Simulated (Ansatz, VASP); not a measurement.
**Si5Ge: VASP beside Ansatz**

```xyz
6
Lattice="2.8168 0.0000 0.0000 -1.4084 2.4394 0.0000 0.0000 0.0000 13.4473" Properties=species:S:1:pos:R:3 pbc="T T T"
Si    1.4084    0.8131   11.2708
Si    1.4084    0.8131    2.1765
Si    0.0000    1.6263    9.1760
Si    0.0000    1.6263    0.0000
Si    0.0000    1.6263    4.2713
Ge    1.4084    0.8131    6.7236
```

Alike in both runs: functional PBE; k mesh 12 × 12 × 4; occupations gaussian, width 0.1 eV; no spin polarisation.

Ansatz relaxed the structure, and its values are those at the end. VASP's run is a single point on that final structure, the one shown.

```csv
,VASP,Ansatz
version,VASP 6.6.1,Ansatz 0.2.0
potentials or method,"VASP PAW PBE potentials, release 64 (Si, Ge_d), cutoff 520 eV","scalar-relativistic, plane waves, PAW"
valence electrons in the cell,34,34
```

```tsv
	VASP	Ansatz	Ansatz less VASP
gap on the k mesh at the Fermi level (eV)	none	none	-
pressure (GPa)	0.0	0.0	+0.03
```

A gap of «none» marks a metal or a gap that the smearing closes. The functional is the same, so the differences come from potentials, cutoffs and numerics.
